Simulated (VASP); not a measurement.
# PbF2 (Fluorocronite) (Fm-3m) in VASP: single point with PBE

Aim: the single point of PbF2 (Fluorocronite) with PBE.

Program: VASP 6.6.1. These are calculated values, not measurements. Logs are shortened: lines on timing, memory, paths and dates and some standing lists are left out, and cuts for length are marked.

## Step 1: The cell of the first run

It takes space group Fm-3m (No. 225, cubic). Conventional cell: a = 5.927 Å, b = 5.927 Å, c = 5.927 Å, α = 90.00°, β = 90.00°, γ = 90.00°. Within 3.4 Å of Pb (site symmetry m-3m) lie 8 F at 2.57 Å. Within 3.4 Å of F (site symmetry -43m) lie 4 Pb at 2.57 Å and 6 F at 2.96 Å.

## Step 2: Single point, PBE

The input, INCAR:

```
SYSTEM = PbF2
ALGO = Normal
EDIFF = 1E-7
ENCUT = 520
GGA = PE
ISIF = 2
ISMEAR = 0
LASPH = .True.
LCHARG = .True.
LELF = .True.
LREAL = .False.
LVHAR = .True.
LWAVE = .False.
NBANDS = 21
NELM = 60
PREC = Accurate
SIGMA = 0.05
```

The input, KPOINTS:

```
k-points
0
Gamma
  8 8 8
  0 0 0
```

The input, POSCAR:

```
PbF2
1.0
    0.0000000000      2.9636600000      2.9636600000
    2.9636600000      0.0000000000      2.9636600000
    2.9636600000      2.9636600000      0.0000000000
Pb F
1 2
Direct
    0.0000000000      0.0000000000      0.0000000000
    0.2500000000      0.2500000000      0.2500000000
    0.7500000000      0.7500000000      0.7500000000
```

Potentials or basis: VASP PAW PBE potentials, release 64 (Pb_d, F).

The run is started by

```sh
cat potpaw_PBE.64/Pb_d/POTCAR potpaw_PBE.64/F/POTCAR > POTCAR
mpirun -np 1 vasp_std > vasp.out
```

OUTCAR:

```text
SYSTEM = PbF2
   EDIFF = 1E-7
   ENCUT = 520
   GGA = PE
   ISIF = 2
   ISMEAR = 0
   LASPH = .True.
   LREAL = .False.
   NELM = 60
   PREC = Accurate

 ion  position               nearest neighbor table
   1  0.000  0.000  0.000-   3 2.57   3 2.57   3 2.57   2 2.57   2 2.57   2 2.57   3 2.57   2 2.57

   2  0.250  0.250  0.250-   1 2.57   1 2.57   1 2.57   1 2.57
   3  0.750  0.750  0.750-   1 2.57   1 2.57   1 2.57   1 2.57

  LATTYP: Found a face centered cubic cell.
 ALAT       =     5.9273200000

  Lattice vectors:

 A1 = (   0.0000000000,   2.9636600000,   2.9636600000)
 A2 = (   2.9636600000,   0.0000000000,   2.9636600000)
 A3 = (   2.9636600000,   2.9636600000,   0.0000000000)

Analysis of symmetry for initial positions (statically):
=====================================================================
 Subroutine PRICEL returns:
 Original cell was already a primitive cell.

 Routine SETGRP: Setting up the symmetry group for a
 face centered cubic supercell.

 Subroutine GETGRP returns: Found 48 space group operations
 (whereof 48 operations were pure point group operations)
 out of a pool of 48 trial point group operations.

The static configuration has the point symmetry O_h .

Analysis of symmetry for dynamics (positions and initial velocities):
=====================================================================
 Subroutine PRICEL returns:
 Original cell was already a primitive cell.

 Routine SETGRP: Setting up the symmetry group for a
 face centered cubic supercell.

 Subroutine GETGRP returns: Found 48 space group operations
 (whereof 48 operations were pure point group operations)
 out of a pool of 48 trial point group operations.

The dynamic configuration has the point symmetry O_h .

 Subroutine INISYM returns: Found 48 space group operations
 (whereof 48 operations are pure point group operations),
 and found     1 'primitive' translations

----------------------------------------------------------------------------------------

                                     Primitive cell

  volume of cell :      52.0613

  direct lattice vectors                    reciprocal lattice vectors
     0.000000000  2.963660000  2.963660000    -0.168710311  0.168710311  0.168710311
     2.963660000  0.000000000  2.963660000     0.168710311 -0.168710311  0.168710311
     2.963660000  2.963660000  0.000000000     0.168710311  0.168710311 -0.168710311

  length of vectors
     4.191248166  4.191248166  4.191248166     0.292214830  0.292214830  0.292214830

  position of ions in fractional coordinates (direct lattice)
     0.000000000  0.000000000  0.000000000
     0.250000000  0.250000000  0.250000000
     0.750000000  0.750000000  0.750000000

  ion indices of the primitive-cell ions
   primitive index   ion index
                 1           1
                 2           2
                 3           3

----------------------------------------------------------------------------------------

 KPOINTS: k-points

Automatic generation of k-mesh.
 Grid dimensions read from file:
 generate k-points for:    8    8    8

 Generating k-lattice:

  Cartesian coordinates                     Fractional coordinates (reciprocal lattice)
    -0.021088789  0.021088789  0.021088789     0.125000000  0.000000000  0.000000000
     0.021088789 -0.021088789  0.021088789     0.000000000  0.125000000  0.000000000
     0.021088789  0.021088789 -0.021088789     0.000000000  0.000000000  0.125000000

  Length of vectors
     0.036526854  0.036526854  0.036526854

  Shift w.r.t. Gamma in fractional coordinates (k-lattice)
     0.000000000  0.000000000  0.000000000

 Subroutine IBZKPT returns following result:
 ===========================================

 Found     29 irreducible k-points:

 Following reciprocal coordinates:
            Coordinates               Weight
  0.000000  0.000000  0.000000      1.000000
  0.125000  0.000000  0.000000      8.000000
  0.250000  0.000000  0.000000      8.000000
  0.375000  0.000000  0.000000      8.000000
  0.500000  0.000000  0.000000      4.000000
  0.125000  0.125000  0.000000      6.000000
[... 16 lines left out ...]
  0.500000  0.250000  0.125000     48.000000
 -0.375000  0.250000  0.125000     24.000000
 [... further k-points ...]
   k-points           NKPTS =     29   k-points in BZ     NKDIM =     29   number of bands    NBANDS=     21
   number of dos      NEDOS =    301   number of ions     NIONS =      3
   total plane-waves  NPLWV =  32768
   dimension x,y,z NGX =    32 NGY =   32 NGZ =   32
   dimension x,y,z NGXF=    64 NGYF=   64 NGZF=   64
   ions per type =               1   2
   NGX,Y,Z   is equivalent  to a cutoff of  12.69, 12.69, 12.69 a.u.
   NGXF,Y,Z  is equivalent  to a cutoff of  25.39, 25.39, 25.39 a.u.
 SYSTEM =  PbF2
   PREC   = accura    normal or accurate (medium, high low for compatibility)
   ISTART =      0    job   : 0-new  1-cont  2-samecut
   ICHARG =      2    charge: 1-file 2-atom 10-const
   ISPIN  =      1    spin polarized calculation?
   LNONCOLLINEAR =      F non collinear calculations
   LSORBIT =      F    spin-orbit coupling
   LASPH  =      T    aspherical Exc in radial PAW
   ENCUT  =  520.0 eV  38.22 Ry    6.18 a.u.   7.79  7.79  7.79*2*pi/ulx,y,z
   NELM   =     60;   NELMIN=  2; NELMDL= -5     # of ELM steps
   EDIFF  = 0.1E-06   stopping-criterion for ELM
   LREAL  =      F    real-space projection
   EDIFFG = 0.1E-05   stopping-criterion for IOM
   NSW    =      0    number of steps for IOM
   IBRION =     -1    ionic relax: 0-MD 1-quasi-New 2-CG
   NFREE  =      0    steps in history (QN), initial steepest desc. (CG)
   ISIF   =      2    stress and relaxation
   ISYM   =      2    0-nonsym 1-usesym 2-fastsym
   POTIM  = 0.5000    time-step for ionic-motion
   TEBEG  =    0.0;   TEEND  =   0.0 temperature during run
   PSTRESS=    0.0 pullay stress
   NELECT =      28.0000    total number of electrons
   NUPDOWN=      -1.0000    fix difference up-down
   EMIN   =  10.00;   EMAX   =-10.00  energy-range for DOS
   EFERMI =   0.00;   METHOD = LEGACY
   ISMEAR =     0;   SIGMA  =   0.05  broadening in eV -4-tet -1-fermi 0-gaus
   EFERMI_NEDOS =   21; number of points for ismear=-14 and -15
   IALGO  =     38    algorithm
   IMIX   =      4    mixing-type and parameters
     AMIX     =   0.40;   BMIX     =  1.00
     AMIX_MAG =   1.60;   BMIX_MAG =  1.00
  volume/ion in A,a.u.               =      17.35       117.11
  Fermi-wavevector in a.u.,A,eV,Ry     =   1.331340  2.515869 24.115883  1.772467
  Thomas-Fermi vector in A             =   2.460359
   LORBIT       =      0    0 simple, 1 ext, 2 COOP (PROOUT), +10 PAW based schemes
   GGA     = PE    functional components
   LHFCALC =     F    Hartree Fock is set to
   AEXX    =    0.0000 exact exchange contribution
   IVDW    =     0    specifies the selected vdW correction
   LEPSILON=     F    determine dielectric tensor
   LRPA    =     F    only Hartree local field effects (RPA)
 non-spin polarized calculation
 Gauss-broadening in eV      SIGMA  =   0.05
  energy-cutoff  :      520.00
  volume of cell :       52.06
 maximum number of plane-waves:      1424
   NGX = 15   NGY = 15   NGZ = 15

 number of electron      28.0000005 magnetization

 Free energy of the ion-electron system (eV)
  ---------------------------------------------------
  ext. energy  EPLUGINS =         0.00000000
  ---------------------------------------------------
  free energy    TOTEN  =       -14.33400524 eV

  energy without entropy =      -14.33400524  energy(sigma->0) =      -14.33400524

 E-fermi :   2.0940     XC(G=0):  -9.4063

 val. band max:        1.8895689544   @ k =  -0.2500   0.5000   0.2500
 cond. band min:       6.3054202452   @ k =   0.5000   0.5000   0.0000
 fundamental gap:      4.4158512908
 Fermi energy:         2.0939831213

 k-point     1 :       0.0000    0.0000    0.0000
  band No.  band energies     occupation
      1     -19.2086      2.00000
      2     -18.5876      2.00000
      3     -12.5479      2.00000
      4     -12.5479      2.00000
      5     -12.5479      2.00000
      6     -12.4913      2.00000
[... 13 lines left out ...]
     20      17.0387      0.00000
     21      19.3976      0.00000

 k-point     2 :       0.1250    0.0000    0.0000
  band No.  band energies     occupation
      1     -19.1782      2.00000
      2     -18.6154      2.00000
      3     -12.5417      2.00000
      4     -12.5417      2.00000
      5     -12.5159      2.00000
      6     -12.4912      2.00000
[... 13 lines left out ...]
     20      16.6155      0.00000
     21      18.8046      0.00000

 k-point     3 :       0.2500    0.0000    0.0000
  band No.  band energies     occupation
      1     -19.0990      2.00000
      2     -18.6859      2.00000
      3     -12.5321      2.00000
      4     -12.5321      2.00000
      5     -12.4854      2.00000
      6     -12.4854      2.00000
[... 13 lines left out ...]
     20      16.0468      0.00000
     21      17.5715      0.00000

 k-point     4 :       0.3750    0.0000    0.0000
  band No.  band energies     occupation
      1     -18.9976      2.00000
      2     -18.7770      2.00000
      3     -12.5309      2.00000
      4     -12.5309      2.00000
      5     -12.4711      2.00000
      6     -12.4710      2.00000
[... 13 lines left out ...]
     20      15.7269      0.00000
     21      16.5388      0.00000

 k-point     5 :       0.5000    0.0000    0.0000
  band No.  band energies     occupation
      1     -18.9210      2.00000
      2     -18.8482      2.00000
      3     -12.5319      2.00000
      4     -12.5319      2.00000
      5     -12.4635      2.00000
      6     -12.4635      2.00000
[... 13 lines left out ...]
     20      15.6370      0.00000
     21      16.1381      0.00000

 k-point     6 :       0.1250    0.1250    0.0000
  band No.  band energies     occupation
      1     -19.1688      2.00000
      2     -18.6236      2.00000
      3     -12.5354      2.00000
      4     -12.5354      2.00000
      5     -12.5121      2.00000
      6     -12.4960      2.00000
[... 13 lines left out ...]
     20      17.1821      0.00000
     21      18.8065      0.00000

 k-point     7 :       0.2500    0.1250    0.0000
  band No.  band energies     occupation
      1     -19.1075      2.00000
      2     -18.6774      2.00000
      3     -12.5235      2.00000
      4     -12.5234      2.00000
      5     -12.4970      2.00000
      6     -12.4818      2.00000
[... 13 lines left out ...]
     20      16.8896      0.00000
     21      18.3500      0.00000
[... 291 lines left out ...]
      1     -18.8951      2.00000
      2     -18.8571      2.00000
      3     -12.5163      2.00000
      4     -12.4783      2.00000
      5     -12.4716      2.00000
      6     -12.4181      2.00000
[... 13 lines left out ...]
     20      17.3601      0.00000
     21      18.6290      0.00000

 k-point    21 :       0.5000    0.5000    0.0000
  band No.  band energies     occupation
      1     -18.9289      2.00000
      2     -18.8207      2.00000
      3     -12.5274      2.00000
      4     -12.4671      2.00000
      5     -12.4600      2.00000
      6     -12.4600      2.00000
[... 13 lines left out ...]
     20      18.5814      0.00000
     21      19.1936      0.00000

 k-point    22 :       0.3750    0.2500    0.1250
  band No.  band energies     occupation
      1     -19.0433      2.00000
      2     -18.7324      2.00000
      3     -12.5126      2.00000
      4     -12.5085      2.00000
      5     -12.4967      2.00000
      6     -12.4676      2.00000
[... 13 lines left out ...]
     20      17.2161      0.00000
     21      18.0495      0.00000

 k-point    23 :       0.5000    0.2500    0.1250
  band No.  band energies     occupation
      1     -18.9624      2.00000
      2     -18.8025      2.00000
      3     -12.5124      2.00000
      4     -12.5041      2.00000
      5     -12.4793      2.00000
      6     -12.4458      2.00000
[... 13 lines left out ...]
     20      17.7708      0.00000
     21      18.3151      0.00000

 k-point    24 :      -0.3750    0.2500    0.1250
  band No.  band energies     occupation
      1     -18.8983      2.00000
      2     -18.8618      2.00000
      3     -12.5125      2.00000
      4     -12.5057      2.00000
      5     -12.4675      2.00000
      6     -12.4370      2.00000
[... 13 lines left out ...]
     20      17.9790      0.00000
     21      18.4411      0.00000

 [... further k-points ...]
[... 5 lines left out ...]
  --------------------------------------------------------------------------------------
  -------------------------------------------------------------------------------------
  Total        0.8056789      0.8056789      0.8056789     -0.0000000      0.0000000     -0.0000000
  in kB       24.7946193     24.7946193     24.7946193     -0.0000000      0.0000000     -0.0000000
  external PRESSURE =      24.7946193 kB  Pullay stress =       0.0000000 kB

 VOLUME and BASIS-vectors are now :
 -----------------------------------------------------------------------------
  energy-cutoff  :      520.00
  volume of cell :       52.06
      direct lattice vectors                 reciprocal lattice vectors
     0.000000000  2.963660000  2.963660000    -0.168710311  0.168710311  0.168710311
     2.963660000  0.000000000  2.963660000     0.168710311 -0.168710311  0.168710311
     2.963660000  2.963660000  0.000000000     0.168710311  0.168710311 -0.168710311

 POSITION                                       TOTAL-FORCE (eV/Angst)
 -----------------------------------------------------------------------------------
      0.00000      0.00000      0.00000        -0.000000      0.000000     -0.000000
      1.48183      1.48183      1.48183        -0.000000     -0.000000      0.000000
      4.44549      4.44549      4.44549         0.000000     -0.000000      0.000000
 -----------------------------------------------------------------------------------
    total drift:                                0.000000     -0.000000      0.000000

  FREE ENERGIE OF THE ION-ELECTRON SYSTEM (eV)
  ---------------------------------------------------
  free  energy   TOTEN  =       -14.3340052375 eV

  energy  without entropy=      -14.3340052375  energy(sigma->0) =      -14.33400524
```

It took 22 s on 1 thread of Intel Xeon 6975P-C, shared host; peak memory 0.19 GiB.

What came out:

- Free energy: -14.3340 eV
- Pressure: 2.5 GPa
- Band gap on the k mesh: 4.42 eV, indirect (least direct gap 4.56 eV)

Caveat: spin-orbit coupling is left out, which moves the levels of the heavy elements. A k mesh can miss the band edges.
